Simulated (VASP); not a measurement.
# Al2Cu (Khatyrkite) (I4/mcm) in VASP: further runs

Aim: see how the results for Al2Cu (Khatyrkite) move with the level of theory and the settings. Levels: PBE, LDA, PBEsol. Tasks: single point.

All numbers are computed with VASP 6.6.1; they aren't measurements. Logs are shortened: lines on timing, memory, paths and dates and some standing lists are left out, and cuts for length are marked.

## (1) The cell of the first run

Symmetry: I4/mcm, No. 140, tetragonal system. Conventional cell: a = 6.107 Å, b = 6.107 Å, c = 4.909 Å, α = 90.00°, β = 90.00°, γ = 90.00°. Cu (site symmetry 422) has 2 Cu at 2.45 Å and 8 Al at 2.61 Å within 3.2 Å. Al (site symmetry m2m) has 4 Cu at 2.61 Å and 11 Al at 2.73 to 3.25 Å within 3.4 Å.

## (2) Single point, PBE

INCAR

```
PREC = Accurate ; ENCUT = 520
EDIFF = 1E-7 ; ISMEAR = -1
SIGMA = 0.05 ; LREAL = F
LASPH = T ; NELM = 60
ALGO = Normal ; ISIF = 2
LWAVE = F ; LCHARG = F
GGA = PE ; NBANDS = 26
```

KPOINTS

```
Automatic mesh
0
Gamma
  7 7 7
```

POSCAR

```
Al2Cu
1.0
   -3.0535899895      3.0535899895      2.4546494773
    3.0535899895     -3.0535899895      2.4546494773
    3.0535899895      3.0535899895     -2.4546494773
Cu Al
2 4
Direct
    0.2500000000      0.2500000000      0.0000000000
    0.7500000000      0.7500000000      0.0000000000
    0.3419000000      0.1581000000      0.5000000000
    0.8419000000      0.3419000000      0.1838000000
    0.6581000000      0.8419000000      0.5000000000
    0.1581000000      0.6581000000      0.8162000000
```

Potentials or basis: VASP PAW PBE potentials, release 64 (Cu, Al).

Started as:

```
$ cat potpaw_PBE.64/Cu/POTCAR potpaw_PBE.64/Al/POTCAR > POTCAR
$ mpirun -np 1 vasp_std > vasp.out
```

OUTCAR:

```text
PREC = Accurate
   ENCUT = 520
   EDIFF = 1E-7
   ISMEAR = -1
   LREAL = F
   LASPH = T
   NELM = 60
   ISIF = 2
   GGA = PE

 ion  position               nearest neighbor table
   1  0.250  0.250  0.000-   2 2.45   2 2.45   6 2.61   4 2.61   6 2.61   4 2.61   3 2.61   5 2.61
                             5 2.61   3 2.61
   2  0.750  0.750  0.000-   1 2.45   1 2.45   6 2.61   4 2.61   6 2.61   4 2.61   5 2.61   3 2.61
                             5 2.61   3 2.61
   3  0.342  0.158  0.500-   2 2.61   1 2.61   1 2.61   2 2.61   5 2.73   5 2.92   5 2.92   6 3.12
                             4 3.12   6 3.12   4 3.12   6 3.25   4 3.25   4 3.25   6 3.25
   4  0.842  0.342  0.184-   1 2.61   2 2.61   2 2.61   1 2.61   6 2.73   6 2.92   6 2.92   3 3.12
                             5 3.12   3 3.12   5 3.12   3 3.25   5 3.25   3 3.25   5 3.25
   5  0.658  0.842  0.500-   1 2.61   2 2.61   2 2.61   1 2.61   3 2.73   3 2.92   3 2.92   6 3.12
                             4 3.12   6 3.12   4 3.12   6 3.25   4 3.25   6 3.25   4 3.25
   6  0.158  0.658  0.816-   1 2.61   2 2.61   2 2.61   1 2.61   4 2.73   4 2.92   4 2.92   3 3.12
                             5 3.12   5 3.12   3 3.12   3 3.25   5 3.25   3 3.25   5 3.25

  LATTYP: Found a body centered tetragonal cell.
 ALAT       =     6.1071799790
 C/A-ratio  =     0.8038569309

  Lattice vectors:

 A1 = (  -3.0535899895,   3.0535899895,   2.4546494773)
 A2 = (   3.0535899895,  -3.0535899895,   2.4546494773)
 A3 = (   3.0535899895,   3.0535899895,  -2.4546494773)

Analysis of symmetry for initial positions (statically):
=====================================================================
 Subroutine PRICEL returns:
 Original cell was already a primitive cell.

 Routine SETGRP: Setting up the symmetry group for a
 body centered tetragonal supercell.

 Subroutine GETGRP returns: Found 16 space group operations
 (whereof  8 operations were pure point group operations)
 out of a pool of 16 trial point group operations.

The static configuration has the point symmetry C_4h.
 The point group associated with its full space group is D_4h.

Analysis of symmetry for dynamics (positions and initial velocities):
=====================================================================
 Subroutine PRICEL returns:
 Original cell was already a primitive cell.

 Routine SETGRP: Setting up the symmetry group for a
 body centered tetragonal supercell.

 Subroutine GETGRP returns: Found 16 space group operations
 (whereof  8 operations were pure point group operations)
 out of a pool of 16 trial point group operations.

The dynamic configuration has the point symmetry C_4h.
 The point group associated with its full space group is D_4h.

 Subroutine INISYM returns: Found 16 space group operations
 (whereof  8 operations are pure point group operations),
 and found     1 'primitive' translations

----------------------------------------------------------------------------------------

                                     Primitive cell

  volume of cell :      91.5527

  direct lattice vectors                    reciprocal lattice vectors
    -3.053589989  3.053589989  2.454649477     0.000000000  0.163741695  0.203695071
     3.053589989 -3.053589989  2.454649477     0.163741695  0.000000000  0.203695071
     3.053589989  3.053589989 -2.454649477     0.163741695  0.163741695  0.000000000

  length of vectors
     4.967305880  4.967305880  4.967305880     0.261348474  0.261348474  0.231565725

  position of ions in fractional coordinates (direct lattice)
     0.250000000  0.250000000  0.000000000
     0.750000000  0.750000000  0.000000000
     0.341900000  0.158100000  0.500000000
     0.841900000  0.341900000  0.183800000
     0.658100000  0.841900000  0.500000000
     0.158100000  0.658100000  0.816200000

  ion indices of the primitive-cell ions
   primitive index   ion index
                 1           1
                 2           2
                 3           3
                 4           4
                 5           5
                 6           6

----------------------------------------------------------------------------------------

 KPOINTS: Automatic mesh

Automatic generation of k-mesh.
 Grid dimensions read from file:
 generate k-points for:    7    7    7

 Generating k-lattice:

  Cartesian coordinates                     Fractional coordinates (reciprocal lattice)
     0.000000000  0.023391671  0.029099296     0.142857143  0.000000000  0.000000000
     0.023391671  0.000000000  0.029099296     0.000000000  0.142857143  0.000000000
     0.023391671  0.023391671  0.000000000     0.000000000  0.000000000  0.142857143

  Length of vectors
     0.037335496  0.037335496  0.033080818

  Shift w.r.t. Gamma in fractional coordinates (k-lattice)
     0.000000000  0.000000000  0.000000000

 Subroutine IBZKPT returns following result:
 ===========================================

 Found     40 irreducible k-points:

 Following reciprocal coordinates:
            Coordinates               Weight
  0.000000  0.000000  0.000000      1.000000
  0.142857  0.000000  0.000000      8.000000
  0.285714 -0.000000  0.000000      8.000000
  0.428571  0.000000 -0.000000      8.000000
  0.142857  0.142857 -0.000000      8.000000
  0.285714  0.142857  0.000000     16.000000
[... 16 lines left out ...]
 -0.142857  0.285714  0.142857      8.000000
 -0.428571  0.428571  0.142857      8.000000
 [... further k-points ...]
   k-points           NKPTS =     40   k-points in BZ     NKDIM =     40   number of bands    NBANDS=     26
   number of dos      NEDOS =    301   number of ions     NIONS =      6
   total plane-waves  NPLWV =  64000
   dimension x,y,z NGX =    40 NGY =   40 NGZ =   40
   dimension x,y,z NGXF=    80 NGYF=   80 NGZF=   80
   ions per type =               2   4
   NGX,Y,Z   is equivalent  to a cutoff of  13.39, 13.39, 13.39 a.u.
   NGXF,Y,Z  is equivalent  to a cutoff of  26.77, 26.77, 26.77 a.u.
 SYSTEM =  unknown system
   PREC   = accura    normal or accurate (medium, high low for compatibility)
   ISTART =      0    job   : 0-new  1-cont  2-samecut
   ICHARG =      2    charge: 1-file 2-atom 10-const
   ISPIN  =      1    spin polarized calculation?
   LNONCOLLINEAR =      F non collinear calculations
   LSORBIT =      F    spin-orbit coupling
   LASPH  =      T    aspherical Exc in radial PAW
   ENCUT  =  520.0 eV  38.22 Ry    6.18 a.u.   9.24  9.24  9.24*2*pi/ulx,y,z
   NELM   =     60;   NELMIN=  2; NELMDL= -5     # of ELM steps
   EDIFF  = 0.1E-06   stopping-criterion for ELM
   LREAL  =      F    real-space projection
   EDIFFG = 0.1E-05   stopping-criterion for IOM
   NSW    =      0    number of steps for IOM
   IBRION =     -1    ionic relax: 0-MD 1-quasi-New 2-CG
   NFREE  =      0    steps in history (QN), initial steepest desc. (CG)
   ISIF   =      2    stress and relaxation
   ISYM   =      2    0-nonsym 1-usesym 2-fastsym
   POTIM  = 0.5000    time-step for ionic-motion
   TEBEG  =    0.0;   TEEND  =   0.0 temperature during run
   PSTRESS=    0.0 pullay stress
   NELECT =      34.0000    total number of electrons
   NUPDOWN=      -1.0000    fix difference up-down
   EMIN   =  10.00;   EMAX   =-10.00  energy-range for DOS
   EFERMI =   0.00;   METHOD = LEGACY
   ISMEAR =    -1;   SIGMA  =   0.05  broadening in eV -4-tet -1-fermi 0-gaus
   EFERMI_NEDOS =   21; number of points for ismear=-14 and -15
   IALGO  =     38    algorithm
   IMIX   =      4    mixing-type and parameters
     AMIX     =   0.40;   BMIX     =  1.00
     AMIX_MAG =   1.60;   BMIX_MAG =  1.00
  volume/ion in A,a.u.               =      15.26       102.97
  Fermi-wavevector in a.u.,A,eV,Ry     =   1.176732  2.223701 18.839957  1.384698
  Thomas-Fermi vector in A             =   2.313091
   LORBIT       =      0    0 simple, 1 ext, 2 COOP (PROOUT), +10 PAW based schemes
   GGA     = PE    functional components
   LHFCALC =     F    Hartree Fock is set to
   AEXX    =    0.0000 exact exchange contribution
   IVDW    =     0    specifies the selected vdW correction
   LEPSILON=     F    determine dielectric tensor
   LRPA    =     F    only Hartree local field effects (RPA)
 non-spin polarized calculation
  energy-cutoff  :      520.00
  volume of cell :       91.55
 maximum number of plane-waves:      2493
 NGX is ok and might be reduce to    40
   NGX = 19   NGY = 19   NGZ = 19

 number of electron      33.9999985 magnetization

 Free energy of the ion-electron system (eV)
  ---------------------------------------------------
  ext. energy  EPLUGINS =         0.00000000
  ---------------------------------------------------
  free energy    TOTEN  =       -23.38079243 eV

  energy without entropy =      -23.37112549  energy(sigma->0) =      -23.37595896

 E-fermi :   7.7884     XC(G=0): -10.7583

 val. band max:        7.7863981872   @ k =  -0.2857  -0.4286   0.2857
 cond. band min:       7.8447977648   @ k =  -0.2857  -0.2857   0.1429
 fundamental gap:      0.0583995776
 Fermi energy:         7.7883515639

 k-point     1 :       0.0000    0.0000    0.0000
  band No.  band energies     occupation
      1      -2.8636      2.00000
      2       2.5212      2.00000
      3       2.7417      2.00000
      4       2.7417      2.00000
      5       2.7690      2.00000
      6       3.6232      2.00000
[... 18 lines left out ...]
     25      12.8771      0.00000
     26      13.4144      0.00000

 k-point     2 :       0.1429    0.0000    0.0000
  band No.  band energies     occupation
      1      -2.6538      2.00000
      2       2.4987      2.00000
      3       2.6683      2.00000
      4       2.7276      2.00000
      5       2.8094      2.00000
      6       3.5846      2.00000
[... 18 lines left out ...]
     25      13.1079      0.00000
     26      13.7096      0.00000

 k-point     3 :       0.2857   -0.0000    0.0000
  band No.  band energies     occupation
      1      -2.0289      2.00000
      2       1.8922      2.00000
      3       2.4672      2.00000
      4       2.6773      2.00000
      5       2.8912      2.00000
      6       3.4381      2.00000
[... 18 lines left out ...]
     25      13.9949      0.00000
     26      14.0586      0.00000

 k-point     4 :       0.4286    0.0000   -0.0000
  band No.  band energies     occupation
      1      -1.0060      2.00000
      2       0.3681      2.00000
      3       2.4924      2.00000
      4       2.5840      2.00000
      5       2.9691      2.00000
      6       3.1704      2.00000
[... 18 lines left out ...]
     25      14.2231      0.00000
     26      14.6313      0.00000

 k-point     5 :       0.1429    0.1429   -0.0000
  band No.  band energies     occupation
      1      -2.1914      2.00000
      2       2.3264      2.00000
      3       2.4956      2.00000
      4       2.5009      2.00000
      5       3.0791      2.00000
      6       3.3540      2.00000
[... 18 lines left out ...]
     25      13.1891      0.00000
     26      14.9213      0.00000

 k-point     6 :       0.2857    0.1429    0.0000
  band No.  band energies     occupation
      1      -1.3238      2.00000
      2       1.0829      2.00000
      3       1.9728      2.00000
      4       2.4616      2.00000
      5       3.2097      2.00000
      6       3.3747      2.00000
[... 427 lines left out ...]
 k-point    21 :       0.4286    0.2857    0.1429
  band No.  band energies     occupation
      1      -0.9117      2.00000
      2       0.1721      2.00000
      3       1.7665      2.00000
      4       2.0698      2.00000
      5       3.1574      2.00000
      6       3.2715      2.00000
[... 18 lines left out ...]
     25      13.9603      0.00000
     26      15.2965      0.00000

 k-point    22 :      -0.2857    0.2857    0.1429
  band No.  band energies     occupation
      1      -2.0468      2.00000
      2       1.1523      2.00000
      3       2.5699      2.00000
      4       2.6533      2.00000
      5       2.9159      2.00000
      6       3.1909      2.00000
[... 18 lines left out ...]
     25      12.1347      0.00000
     26      15.6271      0.00000

 k-point    23 :      -0.1429    0.2857    0.1429
  band No.  band energies     occupation
      1      -2.0014      2.00000
      2       1.9505      2.00000
      3       2.1577      2.00000
      4       2.3179      2.00000
      5       2.8548      2.00000
      6       3.2014      2.00000
[... 18 lines left out ...]
     25      13.8077      0.00000
     26      14.1399      0.00000

 k-point    24 :      -0.4286    0.4286    0.1429
  band No.  band energies     occupation
      1      -1.2471      2.00000
      2      -0.1449      2.00000
      3       2.5957      2.00000
      4       2.7775      2.00000
      5       3.0545      2.00000
      6       3.1311      2.00000
[... 18 lines left out ...]
     25      13.5946      0.00000
     26      13.8172      0.00000

 [... further k-points ...]
[... 5 lines left out ...]
  --------------------------------------------------------------------------------------
  -------------------------------------------------------------------------------------
  Total       -1.2329342     -1.2329342     -0.9231290      0.0000000     -0.0000000      0.0000000
  in kB      -21.5764287    -21.5764287    -16.1548174      0.0000000     -0.0000000      0.0000000
  external PRESSURE =     -19.7692250 kB  Pullay stress =       0.0000000 kB

 VOLUME and BASIS-vectors are now :
 -----------------------------------------------------------------------------
  energy-cutoff  :      520.00
  volume of cell :       91.55
      direct lattice vectors                 reciprocal lattice vectors
    -3.053589989  3.053589989  2.454649477     0.000000000  0.163741695  0.203695071
     3.053589989 -3.053589989  2.454649477     0.163741695  0.000000000  0.203695071
     3.053589989  3.053589989 -2.454649477     0.163741695  0.163741695  0.000000000

 POSITION                                       TOTAL-FORCE (eV/Angst)
 -----------------------------------------------------------------------------------
      0.00000      0.00000      1.22732         0.000000      0.000000     -0.000000
      0.00000      0.00000      3.68197         0.000000      0.000000     -0.000000
      0.96555      2.08804      0.00000         0.005650     -0.005650     -0.000000
     -0.96555      2.08804      2.45465        -0.005650     -0.005650     -0.000000
      2.08804      0.96555      2.45465        -0.005650      0.005650     -0.000000
      4.01914      0.96555     -0.00000         0.005650      0.005650      0.000000
 -----------------------------------------------------------------------------------
    total drift:                               -0.000000     -0.000000      0.000000

  FREE ENERGIE OF THE ION-ELECTRON SYSTEM (eV)
  ---------------------------------------------------
  free  energy   TOTEN  =       -23.3807924281 eV

  energy  without entropy=      -23.3711254900  energy(sigma->0) =      -23.37595896
```

Run time: 84 s. Hardware: 1 thread of Intel Xeon Platinum 8559C (Emerald Rapids), shared host; peak memory 0.27 GiB.

Results:

```yaml
Free_energy: -23.3808 eV
Pressure: -2.0 GPa
Largest_force: 0.008 eV/Å
Band_gap_on_the_k_mesh: zero (band 17 reaches 9.78 eV, above the bottom of band 18 at 6.13 eV)
```

Forces in eV/Å, atoms in the order of the input:
```
Cu   0.000  0.000  0.000
Cu   0.000  0.000  0.000
Al   0.006 -0.006  0.000
Al  -0.006 -0.006  0.000
Al  -0.006  0.006  0.000
Al   0.006  0.006  0.000
```

## (3) Single point, LDA

This run uses another cell than the first one, of 15.56 Å³/atom, 1.020 times its volume.

INCAR

```
PREC = Accurate ; ENCUT = 520
EDIFF = 1E-6 ; ISMEAR = -1
SIGMA = 0.05 ; LREAL = False
LASPH = True ; NELM = 80
ALGO = Normal ; ISIF = 2
LWAVE = False ; LCHARG = False
GGA = CA ; NBANDS = 26
```

KPOINTS is that of step 2.

POSCAR, as its differences from that of step 2:

```diff
@@ -2,5 +2,5 @@
 1.0
-   -3.0535899895      3.0535899895      2.4546494773
-    3.0535899895     -3.0535899895      2.4546494773
-    3.0535899895      3.0535899895     -2.4546494773
+   -3.0734190515      3.0734190515      2.4705892062
+    3.0734190515     -3.0734190515      2.4705892062
+    3.0734190515      3.0734190515     -2.4705892062
 Cu Al
```

Potentials or basis: VASP PAW LDA potentials, release 64 (Cu, Al).

Started as:

```
$ cat potpaw_LDA.64/Cu/POTCAR potpaw_LDA.64/Al/POTCAR > POTCAR
$ mpirun -np 1 vasp_std > vasp.out
```

Run time: 77 s. Hardware: 1 thread of Intel Xeon Platinum 8559C (Emerald Rapids), shared host; peak memory 0.24 GiB.

It converged, with:

```
Free energy            : -27.0150 eV
Pressure               : -9.2 GPa
Largest force          : 0.112 eV/Å
Band gap on the k mesh : zero (band 17 reaches 9.34 eV, above the bottom of band 18 at 5.72 eV)
```

Forces in eV/Å, atoms in the order of the input:
```
Cu   0.000  0.000  0.000
Cu   0.000  0.000  0.000
Al   0.079 -0.079  0.000
Al  -0.079 -0.079  0.000
Al  -0.079  0.079  0.000
Al   0.079  0.079  0.000
```

Levels at points of the mesh, in eV from the Fermi level:
| k point | band 13 | band 14 | band 15 | band 16 | band 17 | band 18 | band 19 | band 20 | band 21 | band 22 |
| --- | --- | --- | --- | --- | --- | --- | --- | --- | --- | --- |
| (0.00, 0.00, 0.00) | -2.86 | -2.00 | -1.31 | -1.14 | -1.14 | -0.85 | -0.64 | 0.06 | 1.19 | 1.19 |

(Continued in part 2 of 2.)
